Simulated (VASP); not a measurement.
A run of VASP 6.6.1 is set up as follows.

The input INCAR:

```
SYSTEM = CaAl4O
PREC = Accurate
ENCUT = 600
EDIFF = 1E-6
ISMEAR = 0
SIGMA = 0.1
LREAL = .False.
LASPH = .True.
NELM = 100
ALGO = Normal
ISIF = 3
LWAVE = .False.
LCHARG = .False.
GGA = PE
IBRION = 2
NSW = 90
EDIFFG = -0.04
```

KPOINTS

```
regular mesh
0
Gamma
  4 4 4
  0 0 0
```

The input POSCAR:

```
CaAl4O
1.0
    2.6204313400     -4.4071608500      0.0000000000
    2.6204313400      4.4071608500      0.0000000000
    0.0000000000      0.0000000000      4.2135959500
Ca Al O
1 4 1
Direct
    0.0000000000      0.0000000000      0.0000000000
    0.6684866500      0.3315133500      0.0000000000
    0.3315133500      0.6684866500      0.0000000000
    0.5000000000      0.0000000000      0.5000000000
    0.0000000000      0.5000000000      0.5000000000
    0.5000000000      0.5000000000      0.5000000000
```

Potentials or basis: VASP PAW PBE potentials, release 64 (Ca_sv, Al, O).

Command:

```sh
$ cat potpaw_PBE.64/Ca_sv/POTCAR potpaw_PBE.64/Al/POTCAR potpaw_PBE.64/O/POTCAR > POTCAR
$ mpirun -np 1 vasp_std > vasp.out
```

(1) Predict the band gap on the k mesh.

(2) Estimate the relaxed cell.

Results:

(1) zero (band 14 reaches 6.28 eV, above the bottom of band 15 at 5.34 eV).

(2) a = 5.004 Å, b = 5.004 Å, c = 4.662 Å, α = 90.00°, β = 90.00°, γ = 112.66°.

Caveat: the k points lie up to 0.34 Å⁻¹ apart in the final cell.
